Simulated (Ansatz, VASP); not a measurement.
## LiBiCl6: VASP beside Ansatz

```
Li Bi Cl
1.0
     0.00000    5.15885    5.15885
     5.15885    0.00000    5.15885
     5.15885    5.15885    0.00000
Li Bi Cl
1 1 6
Direct
  0.00000 0.00000 0.00000
  0.50000 0.50000 0.50000
  0.74604 0.25396 0.25396
  0.25396 0.74604 0.74604
  0.25396 0.74604 0.25396
  0.74604 0.25396 0.74604
  0.25396 0.25396 0.74604
  0.74604 0.74604 0.25396
```

Alike in both runs: functional PBE; k mesh 6 × 6 × 6; occupations gaussian, width 0.1 eV; no spin polarisation.

Ansatz relaxed the structure, and its values are those at the end. VASP's run is a single point on that final structure, the one shown.

|  | VASP | Ansatz |
| --- | --- | --- |
| version | VASP 6.6.1 | Ansatz 0.2.0 |
| potentials or method | VASP PAW PBE potentials, release 64 (Li_sv, Bi_d, Cl), cutoff 520 eV | scalar-relativistic, plane waves, PAW |
| valence electrons in the cell | 60 | 60 |

Ansatz gave:

| Item | Value |
| --- | --- |
| gap on the k mesh at the Fermi level (eV) | none |
| rms of the force components (eV/Å) | 0.000 |

**Question.** Estimate VASP's values.

**Answer.** gap on the k mesh at the Fermi level (eV): none; rms of the force components (eV/Å): 0.004.

A gap of «none» marks a metal or a gap that the smearing closes.

Neither program's run includes spin-orbit coupling. Noted on VASP's run: the cutoff is short for stress, so the pressure is rough.
